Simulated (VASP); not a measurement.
A run of VASP 6.6.1 is set up as follows.

File INCAR:

```
SYSTEM = TaN
  PREC = Accurate
  ENCUT = 520
  EDIFF = 1E-6
  ISMEAR = 0
  SIGMA = 0.15
  LREAL = .FALSE.
  LASPH = .TRUE.
  NELM = 100
  ALGO = Normal
  ISIF = 2
  LWAVE = .FALSE.
  LCHARG = .FALSE.
  GGA = PE
  NBANDS = 42
```

The input KPOINTS:

```
regular mesh
0
G
  14 14 14
  0 0 0
```

POSCAR

```
TaN
1.0
    4.4172695572      0.0000000000      0.0000000000
    0.0000000000     -4.4172695572      0.0000000000
    0.0000000000      0.0000000000     -4.4172695572
Ta N
4 4
Direct
    0.5000000000      0.0000000000      0.0000000000
    0.0000000000      0.5000000000      0.0000000000
    0.0000000000      0.0000000000      0.5000000000
    0.5000000000      0.5000000000      0.5000000000
    0.0000000000      0.0000000000      0.0000000000
    0.5000000000      0.5000000000      0.0000000000
    0.5000000000      0.0000000000      0.5000000000
    0.0000000000      0.5000000000      0.5000000000
```

Potentials or basis: VASP PAW PBE potentials, release 64 (Ta_pv, N).

Launch:

```sh
$ cat potpaw_PBE.64/Ta_pv/POTCAR potpaw_PBE.64/N/POTCAR > POTCAR
$ mpirun -np 1 vasp_std > vasp.out
```

Predict the band gap on the k mesh.

zero (bands 32 and 33 overlap by 3.93 eV).

Estimate the pressure.

0.7 GPa.

Caveat: spin-orbit coupling is left out, which moves the levels of the heavy elements.
